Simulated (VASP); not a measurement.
# BaTiO3 (P4/mmm) in VASP: a series of runs, part 2 of 3

VASP 6.6.1. The steps go on from the part before.

## Step 3: Electric field gradients, LDA (equal xx and yy strain of +2 %)

Input file INCAR:

```
SYSTEM = BaTiO3
PREC = Accurate
ENCUT = 520
EDIFF = 1E-8
ISMEAR = -1
SIGMA = 0.05
LREAL = .False.
LASPH = .True.
NELM = 60
ALGO = Normal
ISIF = 2
LWAVE = .False.
LCHARG = .False.
LEFG = .True.
NBANDS = 28
```

Input file KPOINTS:

```
regular mesh
0
Gamma
  8 8 8
  0 0 0
```

Input file POSCAR:

```
BaTiO3
1.0
    4.0874460000      0.0000000000      0.0000000000
    0.0000000000      4.0874460000      0.0000000000
    0.0000000000      0.0000000000      4.0073000000
Ba Ti O
1 1 3
Direct
    0.5000000000      0.5000000000      0.5000000000
    0.0000000000      0.0000000000      0.0000000000
    0.5000000000      0.0000000000      0.0000000000
    0.0000000000      0.5000000000      0.0000000000
    0.0000000000      0.0000000000      0.5000000000
```

Potentials or basis: VASP PAW LDA potentials, release 64 (Ba_sv, Ti_sv, O).

On the command line:

```bash
cat potpaw_LDA.64/Ba_sv/POTCAR potpaw_LDA.64/Ti_sv/POTCAR potpaw_LDA.64/O/POTCAR > POTCAR
mpirun -np 1 vasp_std > vasp.out
```

OUTCAR:

```text
SYSTEM = BaTiO3
   PREC = Accurate
   ENCUT = 520
   EDIFF = 1E-8
   ISMEAR = -1
   LREAL = .False.
   LASPH = .True.
   NELM = 60
   ISIF = 2

 ion  position               nearest neighbor table
   1  0.500  0.500  0.500-   3 2.86   4 2.86   3 2.86   4 2.86   3 2.86   3 2.86   4 2.86   4 2.86
                             5 2.89   5 2.89   5 2.89   5 2.89   2 3.52   2 3.52   2 3.52   2 3.52
   2  0.000  0.000  0.000-   5 2.00   5 2.00   3 2.04   4 2.04   4 2.04   3 2.04   1 3.52   1 3.52
                             1 3.52   1 3.52   1 3.52   1 3.52   1 3.52   1 3.52
   3  0.500  0.000  0.000-   2 2.04   2 2.04   1 2.86   1 2.86   1 2.86   1 2.86
   4  0.000  0.500  0.000-   2 2.04   2 2.04   1 2.86   1 2.86   1 2.86   1 2.86
   5  0.000  0.000  0.500-   2 2.00   2 2.00   1 2.89   1 2.89   1 2.89   1 2.89

  LATTYP: Found a simple tetragonal cell.
 ALAT       =     4.0874460000
 C/A-ratio  =     0.9803921569

  Lattice vectors:

 A1 = (   4.0874460000,   0.0000000000,   0.0000000000)
 A2 = (   0.0000000000,   4.0874460000,   0.0000000000)
 A3 = (   0.0000000000,   0.0000000000,   4.0073000000)

Analysis of symmetry for initial positions (statically):
[... 956 lines left out ...]
      0.00000      0.00000      2.00365         0.000000      0.000000      0.000000
 -----------------------------------------------------------------------------------
    total drift:                                0.000000     -0.000000      0.000000

  FREE ENERGIE OF THE ION-ELECTRON SYSTEM (eV)
  ---------------------------------------------------
  free  energy   TOTEN  =       -43.9205092642 eV

  energy  without entropy=      -43.9205092513  energy(sigma->0) =      -43.92050926

 Electric field gradients (V/A^2)
---------------------------------------------------------------------
 ion       V_xx      V_yy      V_zz      V_xy      V_xz      V_yz
---------------------------------------------------------------------
   1       1.156     1.156    -2.311     0.000    -0.000    -0.000
   2       8.626     8.626   -17.252     0.000     0.000    -0.000
   3      28.162   -10.881   -17.282     0.000     0.000     0.000
   4     -10.881    28.162   -17.282     0.000     0.000    -0.000
   5      -9.444    -9.444    18.887    -0.000    -0.000    -0.000
---------------------------------------------------------------------

 Electric field gradients after diagonalization (V/A^2)
 (convention: |V_zz| > |V_xx| > |V_yy|)
----------------------------------------------------------------------
 ion       V_xx      V_yy      V_zz     asymmetry (V_yy - V_xx)/ V_zz
----------------------------------------------------------------------
   1       1.156     1.156    -2.311       0.000
   2       8.626     8.626   -17.252       0.000
   3     -17.282   -10.881    28.162       0.227
   4     -17.282   -10.881    28.162       0.227
   5      -9.444    -9.444    18.887       0.000
----------------------------------------------------------------------

           NMR quadrupolar parameters

 Cq : quadrupolar parameter    Cq=e*Q*V_zz/h
 eta: asymmetry parameters     (V_yy - V_xx)/ V_zz
 Q  : nuclear electric quadrupole moment in mb (millibarn)
----------------------------------------------------------------------
 ion       Cq(MHz)       eta       Q (mb)
----------------------------------------------------------------------
   1      -0.006       0.000       1.000
   2      -0.042       0.000       1.000
   3       0.068       0.227       1.000
   4       0.068       0.227       1.000
   5       0.046       0.000       1.000
----------------------------------------------------------------------
```

OSZICAR:

```text
N       E                     dE             d eps       ncg     rms          rms(c)
DAV:   1     0.413268912868E+03    0.41327E+03   -0.20279E+04  4200   0.150E+03
DAV:   2    -0.137705929236E+02   -0.42704E+03   -0.40689E+03  4904   0.408E+02
DAV:   3    -0.528642989382E+02   -0.39094E+02   -0.38769E+02  4864   0.130E+02
DAV:   4    -0.547883688838E+02   -0.19241E+01   -0.19203E+01  6748   0.253E+01
DAV:   5    -0.548255560121E+02   -0.37187E-01   -0.37177E-01  5288   0.321E+00    0.217E+01
DAV:   6    -0.444632544873E+02    0.10362E+02   -0.59322E+01  5944   0.634E+01    0.104E+01
DAV:   7    -0.442139213508E+02    0.24933E+00   -0.11817E+01  5648   0.245E+01    0.633E+00
DAV:   8    -0.439702139499E+02    0.24371E+00   -0.70116E-01  5128   0.691E+00    0.346E+00
DAV:   9    -0.439677976222E+02    0.24163E-02   -0.50918E-01  6172   0.589E+00    0.192E+00
DAV:  10    -0.439260807782E+02    0.41717E-01   -0.23929E-01  5028   0.456E+00    0.590E-01
DAV:  11    -0.439206643563E+02    0.54164E-02   -0.25113E-02  4956   0.935E-01    0.196E-01
DAV:  12    -0.439207213182E+02   -0.56962E-04   -0.26437E-03  5260   0.457E-01    0.109E-01
DAV:  13    -0.439205154515E+02    0.20587E-03   -0.87334E-04  5556   0.272E-01    0.279E-02
DAV:  14    -0.439205148067E+02    0.64479E-06   -0.65457E-05  5544   0.588E-02    0.205E-02
DAV:  15    -0.439205095976E+02    0.52091E-05   -0.11762E-05  5080   0.307E-02    0.430E-03
DAV:  16    -0.439205092769E+02    0.32076E-06   -0.15227E-06  6340   0.924E-03    0.141E-03
DAV:  17    -0.439205092670E+02    0.98435E-08   -0.27268E-07  5820   0.375E-03    0.816E-04
DAV:  18    -0.439205092642E+02    0.28203E-08   -0.14679E-08  3432   0.902E-04
   1 F= -.43920509E+02 E0= -.43920509E+02  d E =-.129170E-07
```

stdout:

```text
POSCAR found type information on POSCAR BaTiO
 POSCAR found :  3 types and       5 ions
 scaLAPACK will be used
 LDA part: xc-table for (Slater(with rela. corr.)+CA(PZ))
 , standard interpolation
 POSCAR, INCAR and KPOINTS ok, starting setup
 FFT: planning ... GRIDC
 FFT: planning ... GRID_SOFT
 FFT: planning ... GRID
 WAVECAR not read
 entering main loop
ion   1

ion   2

ion   3

ion   4

ion   5
```

It took 1.9 min on 1 thread of Intel Xeon Platinum 8488C (Sapphire Rapids), shared host; peak memory 0.25 GiB.

What came out:

* Free energy: -43.9205 eV
* Pressure: -13.1 GPa
* Band gap on the k mesh: 1.54 eV (least direct gap 1.72 eV)
* Largest electric field gradient by atom: Ba -2.3; Ti -17.3; O +28.2, +18.9 (each value once) V/Å²

Levels at points of the mesh, in eV from the valence-band top:
```csv
k point,band 16,band 17,band 18,band 19,band 20,band 21,band 22,band 23,band 24,band 25
"(0.00, 0.00, 0.00)",-1.08,-1.01,-0.20,-0.20,-0.18,1.54,1.57,1.57,3.57,3.71
"(0.50, 0.00, 0.00)",-1.86,-1.75,-1.75,-0.74,-0.72,1.71,3.18,3.18,3.68,5.52
"(0.50, 0.50, 0.00)",-2.53,-1.77,-1.01,-1.01,-0.14,3.19,3.19,3.56,4.56,7.08
"(0.00, 0.00, 0.50)",-1.97,-1.92,-1.87,-0.75,-0.75,1.70,3.34,3.34,3.58,5.59
"(0.50, 0.00, 0.50)",-2.61,-1.76,-0.86,-0.85,-0.09,3.18,3.35,3.67,4.37,7.29
"(0.50, 0.50, 0.50)",-2.51,-2.32,-0.04,0.00,0.00,3.81,3.90,3.90,6.38,6.47
```

Electric field gradients, principal values (V/Å²):
```tsv
atom	least	middle	greatest (by size)
1 Ba	1.156	1.156	-2.311
2 Ti	8.626	8.626	-17.252
3 O	-10.881	-17.282	28.162
4 O	-10.881	-17.282	28.162
5 O	-9.444	-9.444	18.887
```

Caveat: the cell differs from its parent crystal (equal xx and yy strain of +2 %); the cell stands under tension; without QUAD_EFG the Cq values of the log hold for a quadrupole moment of 1 mb, not for the nuclei; spin-orbit coupling is left out, which moves the levels of the heavy elements. A k mesh can miss the band edges.

## Step 4: Electric field gradients, LDA (equal xx and yy strain of +3 %)

Input file INCAR:

```
SYSTEM = BaTiO3
PREC = Accurate
ENCUT = 520
EDIFF = 1E-8
ISMEAR = -1
SIGMA = 0.05
LREAL = .FALSE.
LASPH = .TRUE.
NELM = 100
ALGO = Normal
ISIF = 2
LWAVE = .FALSE.
LCHARG = .FALSE.
LEFG = .TRUE.
NBANDS = 28
```

Input file KPOINTS:

```
regular mesh
0
G
  8 8 8
  0 0 0
```

POSCAR: that of step 3 with these lines changed.

```diff
@@ -2,4 +2,4 @@
 1.0
-    4.0874460000      0.0000000000      0.0000000000
-    0.0000000000      4.0874460000      0.0000000000
+    4.1275190000      0.0000000000      0.0000000000
+    0.0000000000      4.1275190000      0.0000000000
     0.0000000000      0.0000000000      4.0073000000
```

Potentials or basis: VASP PAW LDA potentials, release 64 (Ba_sv, Ti_sv, O).

On the command line:

```bash
cat potpaw_LDA.64/Ba_sv/POTCAR potpaw_LDA.64/Ti_sv/POTCAR potpaw_LDA.64/O/POTCAR > POTCAR
mpirun -np 1 vasp_std > vasp.out
```

OUTCAR:

```text
SYSTEM = BaTiO3
   PREC = Accurate
   ENCUT = 520
   EDIFF = 1E-8
   ISMEAR = -1
   LREAL = .FALSE.
   LASPH = .TRUE.
   NELM = 100
   ISIF = 2

 ion  position               nearest neighbor table
   1  0.500  0.500  0.500-   3 2.88   4 2.88   3 2.88   4 2.88   3 2.88   3 2.88   4 2.88   4 2.88
                             5 2.92   5 2.92   5 2.92   5 2.92   2 3.54   2 3.54   2 3.54   2 3.54
   2  0.000  0.000  0.000-   5 2.00   5 2.00   3 2.06   4 2.06   4 2.06   3 2.06   1 3.54   1 3.54
                             1 3.54   1 3.54   1 3.54   1 3.54   1 3.54   1 3.54
   3  0.500  0.000  0.000-   2 2.06   2 2.06   1 2.88   1 2.88   1 2.88   1 2.88
   4  0.000  0.500  0.000-   2 2.06   2 2.06   1 2.88   1 2.88   1 2.88   1 2.88
   5  0.000  0.000  0.500-   2 2.00   2 2.00   1 2.92   1 2.92   1 2.92   1 2.92

  LATTYP: Found a simple tetragonal cell.
 ALAT       =     4.1275190000
 C/A-ratio  =     0.9708737864

  Lattice vectors:

 A1 = (   4.1275190000,   0.0000000000,   0.0000000000)
 A2 = (   0.0000000000,   4.1275190000,   0.0000000000)
 A3 = (   0.0000000000,   0.0000000000,   4.0073000000)

Analysis of symmetry for initial positions (statically):
=====================================================================
 Subroutine PRICEL returns:
 Original cell was already a primitive cell.

 Routine SETGRP: Setting up the symmetry group for a
 simple tetragonal supercell.

 Subroutine GETGRP returns: Found 16 space group operations
 (whereof 16 operations were pure point group operations)
 out of a pool of 16 trial point group operations.

The static configuration has the point symmetry D_4h.

Analysis of symmetry for dynamics (positions and initial velocities):
=====================================================================
 Subroutine PRICEL returns:
 Original cell was already a primitive cell.

 Routine SETGRP: Setting up the symmetry group for a
 simple tetragonal supercell.

 Subroutine GETGRP returns: Found 16 space group operations
 (whereof 16 operations were pure point group operations)
 out of a pool of 16 trial point group operations.

The dynamic configuration has the point symmetry D_4h.

 Subroutine INISYM returns: Found 16 space group operations
 (whereof 16 operations are pure point group operations),
 and found     1 'primitive' translations

----------------------------------------------------------------------------------------

                                     Primitive cell

  volume of cell :      68.2700

  direct lattice vectors                    reciprocal lattice vectors
     4.127519000  0.000000000  0.000000000     0.242276292  0.000000000  0.000000000
     0.000000000  4.127519000  0.000000000     0.000000000  0.242276292  0.000000000
     0.000000000  0.000000000  4.007300000     0.000000000  0.000000000  0.249544581

  length of vectors
     4.127519000  4.127519000  4.007300000     0.242276292  0.242276292  0.249544581

  position of ions in fractional coordinates (direct lattice)
     0.500000000  0.500000000  0.500000000
     0.000000000  0.000000000  0.000000000
     0.500000000  0.000000000  0.000000000
     0.000000000  0.500000000  0.000000000
     0.000000000  0.000000000  0.500000000

[... 96 lines left out ...]
   IALGO  =     38    algorithm
   IMIX   =      4    mixing-type and parameters
     AMIX     =   0.40;   BMIX     =  1.00
     AMIX_MAG =   1.60;   BMIX_MAG =  1.00
  volume/ion in A,a.u.               =      13.65        92.14
  Fermi-wavevector in a.u.,A,eV,Ry     =   1.369887  2.588712 25.532571  1.876591
  Thomas-Fermi vector in A             =   2.495723
   LORBIT       =      0    0 simple, 1 ext, 2 COOP (PROOUT), +10 PAW based schemes
   GGA     = CA    functional components
   LHFCALC =     F    Hartree Fock is set to
   AEXX    =    0.0000 exact exchange contribution
   IVDW    =     0    specifies the selected vdW correction
   LEPSILON=     F    determine dielectric tensor
   LRPA    =     F    only Hartree local field effects (RPA)
 non-spin polarized calculation
  energy-cutoff  :      520.00
  volume of cell :       68.27
 maximum number of plane-waves:      1864
 NGX is ok and might be reduce to    32
   NGX = 15   NGY = 15   NGZ = 15

 number of electron      40.0000007 magnetization

 Free energy of the ion-electron system (eV)
  ---------------------------------------------------
  ext. energy  EPLUGINS =         0.00000000
  ---------------------------------------------------
  free energy    TOTEN  =       -43.79420240 eV

  energy without entropy =      -43.79420239  energy(sigma->0) =      -43.79420239

 E-fermi :   3.8302     XC(G=0): -11.4190

 val. band max:        3.0663316102   @ k =   0.5000   0.5000   0.5000
 cond. band min:       4.5508877377   @ k =   0.0000   0.0000   0.0000
 fundamental gap:      1.4845561276
 Fermi energy:         3.8302148335

 k-point     1 :       0.0000    0.0000    0.0000
  band No.  band energies     occupation
      1     -53.0913      2.00000
      2     -29.6803      2.00000
      3     -29.6705      2.00000
      4     -29.6705      2.00000
      5     -21.7631      2.00000
      6     -13.4141      2.00000
[... 733 lines left out ...]
     27      10.5139      0.00000
     28      11.5016      0.00000

 [... further k-points ...]
[... 5 lines left out ...]
  --------------------------------------------------------------------------------------
  -------------------------------------------------------------------------------------
  Total       -7.1737846     -7.1737846     -5.3736899      0.0000000      0.0000000      0.0000000
  in kB     -168.3561150   -168.3561150   -126.1110575      0.0000000      0.0000000      0.0000000
  external PRESSURE =    -154.2744291 kB  Pullay stress =       0.0000000 kB

 VOLUME and BASIS-vectors are now :
 -----------------------------------------------------------------------------
  energy-cutoff  :      520.00
  volume of cell :       68.27
      direct lattice vectors                 reciprocal lattice vectors
     4.127519000  0.000000000  0.000000000     0.242276292  0.000000000  0.000000000
     0.000000000  4.127519000  0.000000000     0.000000000  0.242276292  0.000000000
     0.000000000  0.000000000  4.007300000     0.000000000  0.000000000  0.249544581

 POSITION                                       TOTAL-FORCE (eV/Angst)
 -----------------------------------------------------------------------------------
      2.06376      2.06376      2.00365         0.000000      0.000000      0.000000
      0.00000      0.00000      0.00000         0.000000      0.000000      0.000000
      2.06376      0.00000      0.00000         0.000000      0.000000      0.000000
      0.00000      2.06376      0.00000         0.000000      0.000000      0.000000
      0.00000      0.00000      2.00365         0.000000      0.000000      0.000000
 -----------------------------------------------------------------------------------
    total drift:                                0.000000      0.000000     -0.000000

  FREE ENERGIE OF THE ION-ELECTRON SYSTEM (eV)
  ---------------------------------------------------
  free  energy   TOTEN  =       -43.7942024047 eV

  energy  without entropy=      -43.7942023851  energy(sigma->0) =      -43.79420239

 Electric field gradients (V/A^2)
---------------------------------------------------------------------
 ion       V_xx      V_yy      V_zz      V_xy      V_xz      V_yz
---------------------------------------------------------------------
   1       1.369     1.369    -2.737    -0.000     0.000    -0.000
   2      12.568    12.568   -25.136    -0.000     0.000    -0.000
   3      31.189   -10.865   -20.324    -0.000    -0.000    -0.000
   4     -10.865    31.189   -20.324    -0.000    -0.000    -0.000
   5      -8.783    -8.783    17.566    -0.000     0.000    -0.000
---------------------------------------------------------------------

 Electric field gradients after diagonalization (V/A^2)
 (convention: |V_zz| > |V_xx| > |V_yy|)
----------------------------------------------------------------------
 ion       V_xx      V_yy      V_zz     asymmetry (V_yy - V_xx)/ V_zz
----------------------------------------------------------------------
   1       1.369     1.369    -2.737       0.000
   2      12.568    12.568   -25.136       0.000
   3     -20.324   -10.865    31.189       0.303
   4     -20.324   -10.865    31.189       0.303
   5      -8.783    -8.783    17.566       0.000
----------------------------------------------------------------------

           NMR quadrupolar parameters

 Cq : quadrupolar parameter    Cq=e*Q*V_zz/h
 eta: asymmetry parameters     (V_yy - V_xx)/ V_zz
 Q  : nuclear electric quadrupole moment in mb (millibarn)
----------------------------------------------------------------------
 ion       Cq(MHz)       eta       Q (mb)
----------------------------------------------------------------------
   1      -0.007       0.000       1.000
   2      -0.061       0.000       1.000
   3       0.075       0.303       1.000
   4       0.075       0.303       1.000
   5       0.042       0.000       1.000
----------------------------------------------------------------------
```

stdout:

```text
POSCAR found type information on POSCAR BaTiO
 POSCAR found :  3 types and       5 ions
 scaLAPACK will be used
 LDA part: xc-table for (Slater(with rela. corr.)+CA(PZ))
 , standard interpolation
 POSCAR, INCAR and KPOINTS ok, starting setup
 FFT: planning ... GRIDC
 FFT: planning ... GRID_SOFT
 FFT: planning ... GRID
 WAVECAR not read
 entering main loop
ion   1

ion   2

ion   3

ion   4

ion   5
```

It took 90 s on 1 thread of Intel Xeon Platinum 8488C (Sapphire Rapids), shared host; peak memory 0.26 GiB.

What came out:

```
Free energy                             : -43.7942 eV
Pressure                                : -15.4 GPa
Band gap on the k mesh                  : 1.48 eV (least direct gap 1.68 eV)
Largest electric field gradient by atom : Ba -2.7; Ti -25.1; O +31.2, +17.6 (each value once) V/Å²
```

Levels at points of the mesh, in eV from the valence-band top:
```tsv
k point	band 17	band 18	band 19	band 20	band 21	band 22	band 23	band 24
(0.00, 0.00, 0.00)	-0.97	-0.23	-0.23	-0.20	1.48	1.54	1.54	3.41
(0.50, 0.00, 0.00)	-1.71	-1.69	-0.75	-0.72	1.66	3.05	3.07	3.55
(0.50, 0.50, 0.00)	-1.79	-1.08	-1.08	-0.16	3.07	3.07	3.42	4.46
(0.00, 0.00, 0.50)	-1.88	-1.82	-0.76	-0.76	1.65	3.29	3.29	3.41
(0.50, 0.00, 0.50)	-1.76	-0.85	-0.84	-0.09	3.06	3.30	3.59	4.18
(0.50, 0.50, 0.50)	-2.27	-0.06	0.00	0.00	3.66	3.80	3.80	6.26
```

Electric field gradients, principal values (V/Å²):
| atom | least | middle | greatest (by size) |
| --- | --- | --- | --- |
| 1 Ba | 1.369 | 1.369 | -2.737 |
| 2 Ti | 12.568 | 12.568 | -25.136 |
| 3 O | -10.865 | -20.324 | 31.189 |
| 4 O | -10.865 | -20.324 | 31.189 |
| 5 O | -8.783 | -8.783 | 17.566 |

Caveat: the cell differs from its parent crystal (equal xx and yy strain of +3 %); the cell stands under tension; without QUAD_EFG the Cq values of the log hold for a quadrupole moment of 1 mb, not for the nuclei; spin-orbit coupling is left out, which moves the levels of the heavy elements.

(Continued in part 3 of 3.)
